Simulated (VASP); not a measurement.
Wanted: the native input for a VASP 6.6.1 run.

```
Task                   : single point
Functional             : LDA
Potentials or basis    : VASP PAW LDA potentials, release 64 (Si)
Cutoff                 : 520 eV
k mesh                 : 12 × 12 × 6
Occupations            : gaussian, width 0.03 eV
Spin                   : no spin polarisation
Dipole correction      : no
Further INCAR settings : ALGO = Normal; EDIFF = 1e-06; NBANDS = 16
```

The structure of Si lies in POSCAR:

```
Si
1.0
    3.5248120637      0.0000000000      0.0000000000
   -1.7624060319      3.0525767907      0.0000000000
    0.0000000000      0.0000000000      6.0793171202
Si
4
Direct
    0.3333333333      0.6666666667      0.0630095000
    0.6666666667      0.3333333333      0.5630095000
    0.3333333333      0.6666666667      0.4369905000
    0.6666666667      0.3333333333      0.9369905000
```

This cell differs from its parent crystal: strain -0.080 along x and y, -0.040 along z.

These files were run (other wordings do the same):

INCAR

```
SYSTEM = Si
PREC = Accurate ; ENCUT = 520
EDIFF = 1E-6 ; ISMEAR = 0
SIGMA = 0.03 ; LREAL = .FALSE.
LASPH = .TRUE. ; NELM = 80
ALGO = Normal ; ISIF = 2
LWAVE = .FALSE. ; LCHARG = .FALSE.
NBANDS = 16
```

KPOINTS

```
Automatic mesh
0
G
  12 12 6
  0 0 0
```

Potentials or basis: VASP PAW LDA potentials, release 64 (Si).

Run with:

```sh
$ cat potpaw_LDA.64/Si/POTCAR > POTCAR
$ mpirun -np 1 vasp_std > vasp.out
```

Results of the run:

```json
{
 "Pressure": "26.6 GPa",
 "Largest force": "0.989 eV/Å",
 "Band gap on the k mesh": "zero (band 8 reaches 8.43 eV, above the bottom of band 9 at 8.25 eV)"
}
```

Caveat: the cell differs from its parent crystal (strain -0.080 along x and y, -0.040 along z).

Wall time 30 s on 1 thread of AMD EPYC 9R45 96-Core Processor (Zen 5), on a shared host, peak memory 0.16 GiB.
